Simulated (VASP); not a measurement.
Ge3Pd: single point with LDA

The system is Ge3Pd.

```xyz
4
Lattice="4.0860 0.0000 0.0000 0.0000 4.0860 0.0000 0.0000 0.0000 4.0860" Properties=species:S:1:pos:R:3 pbc="T T T"
Pd    0.0000    0.0000    0.0000
Ge    2.0430    2.0430    0.0000
Ge    2.0430    0.0000    2.0430
Ge    0.0000    2.0430    2.0430
```

This cell differs from its parent crystal: volume scaled by 0.96.

```json
{"Program": "VASP 6.6.1", "Task": "single point", "Functional": "LDA", "Potentials or basis": "VASP PAW LDA potentials, release 64 (Pd, Ge_d)", "Cutoff": "520 eV", "k mesh": "7 × 7 × 7", "Occupations": "fermi-dirac, width 0.05 eV", "Spin": "no spin polarisation"}
```

* Pressure: -3.5 GPa
* Band gap on the k mesh: zero (band 26 reaches 7.95 eV, above the bottom of band 27 at 6.32 eV)

Levels at points of the mesh, in eV from the Fermi level:
```
           k point  band 24  band 25  band 26  band 27  band 28  band 29
(0.00, 0.00, 0.00)    -2.82    -1.58    -1.58     0.80     3.00     3.00
```

Run time: 32 s on 1 thread of Intel Xeon 6975P-C (shared host), peak memory 0.17 GiB.
